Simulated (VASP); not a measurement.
Input of a VASP 6.6.1 run:

File INCAR:

```
ALGO = Fast ; EDIFF = 1E-7
EDIFFG = -0.01 ; ENCUT = 600
GGA = PE ; IBRION = 2
ISIF = 3 ; ISMEAR = 0
LASPH = True ; LCHARG = False
LREAL = False ; LWAVE = False
NELM = 80 ; NSW = 100
PREC = Accurate ; SIGMA = 0.1
```

Contents of KPOINTS:

```
k-points
0
Gamma
  12 12 12
```

File POSCAR:

```
Ag3Os
1.0
    4.0667303410      0.0000000000      0.0000000000
    0.0000000000      4.0667303410      0.0000000000
    0.0000000000      0.0000000000      4.0667303410
Ag Os
3 1
Direct
    0.0000000000      0.5000000000      0.5000000000
    0.5000000000      0.0000000000      0.5000000000
    0.5000000000      0.5000000000      0.0000000000
    0.0000000000      0.0000000000      0.0000000000
```

Potentials or basis: VASP PAW PBE potentials, release 64 (Ag, Os).

Launch:

```sh
$ cat potpaw_PBE.64/Ag/POTCAR potpaw_PBE.64/Os/POTCAR > POTCAR
$ mpirun -np 1 vasp_std > vasp.out
```

Question: Predict the space group after relaxing (to 0.1 Å).

Answer: Pm-3m (No. 221).

Question: What does it give for the relaxed cell?

Answer: a = 4.059 Å, b = 4.059 Å, c = 4.059 Å, α = 90.00°, β = 90.00°, γ = 90.00°.

Question: Estimate the relaxed volume.

Answer: 16.72 Å³/atom.

Question: What does it give for the band gap on the k mesh?

Answer: Zero (an odd number of electrons rules out a gap without spin polarisation).

Step by step:
```tsv
step	energy change (eV)	largest force (eV/Å)	pressure (GPa)	volume (Å³)
1	0.0000	0.0000	-0.75	67.26
2	0.0002	0.0000	0.85	66.49
3	-0.0009	0.0000	0.02	66.89
```

Caveat: spin-orbit coupling is left out, which moves the levels of the heavy elements.
